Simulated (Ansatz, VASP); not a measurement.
# Two plane-wave programs on Be2Se

Contents of INCAR:

```
SYSTEM = Be2Se
PREC = Accurate
ENCUT = 600
EDIFF = 1E-6
ISMEAR = 0
SIGMA = 0.1
LREAL = .False.
LASPH = .True.
NELM = 80
ALGO = Normal
ISIF = 3
LWAVE = .False.
LCHARG = .False.
GGA = PE
IBRION = 2
NSW = 90
EDIFFG = -0.04
```

Contents of KPOINTS:

```
regular mesh
0
Gamma
  6 6 6
  0 0 0
```

POSCAR

```
Be2Se
1.0
    0.0000000000      2.9954649900      2.9954649900
    2.9954649900      0.0000000000      2.9954649900
    2.9954649900      2.9954649900      0.0000000000
Be Se
2 1
Direct
    0.7500000000      0.7500000000      0.7500000000
    0.2500000000      0.2500000000      0.2500000000
    0.0000000000      0.0000000000      0.0000000000
```

Input for Ansatz:

```yaml
crystal:
  lattice:
    - [0.0, 2.99546499, 2.99546499]
    - [2.99546499, 0.0, 2.99546499]
    - [2.99546499, 2.99546499, 0.0]
  atoms:
    - { symbol: Be, position: [0.75, 0.75, 0.75] }
    - { symbol: Be, position: [0.25, 0.25, 0.25] }
    - { symbol: Se, position: [0.0, 0.0, 0.0] }
basis:
  ecutwfc: 420
kpoints:
  mp_grid: { grid: [6, 6, 6] }
hamiltonian:
  xc: pbe
scf:
  occupations: { method: gaussian, width: 0.1 }
  lower_state_search: "off"
output:
  forces: true
  stress: true
  eigenvalues: true
relax:
  adjacent_minimum: "off"
  f_tol: 0.04
  max_steps: 70
  cell: { stress_tol: 0.4 }
```

Change from the starting cell: species swapped into the Sr2Ir type (Fm-3m, No. 225).

Alike in both runs: task relaxation of cell and atoms; functional PBE; k mesh 6 × 6 × 6; occupations gaussian, width 0.1 eV; no spin polarisation.

```csv
,VASP,Ansatz
version,VASP 6.6.1,Ansatz 0.2.0
potentials or method,"VASP PAW PBE potentials, release 64 (Be, Se), cutoff 600 eV","scalar-relativistic, plane waves, PAW"
valence electrons in the cell,10,20
```

Ansatz gave:

```
gap on the k mesh at the Fermi level, each at its own relaxed structure (eV) : none
relaxed volume (Å³/atom)                                                     : 15.28
relaxed cell length with the largest relative difference (Å)                 : 4.017
```

Problem. Which values does VASP return?

Solution. gap on the k mesh at the Fermi level, each at its own relaxed structure (eV): none; relaxed volume (Å³/atom): 15.43; relaxed cell length with the largest relative difference (Å): 4.030.

A gap of «none» marks a metal or a gap that the smearing closes. VASP's potentials hold 10 valence electrons a cell and Ansatz's 20, so a difference there can come from the potentials and not from the codes.
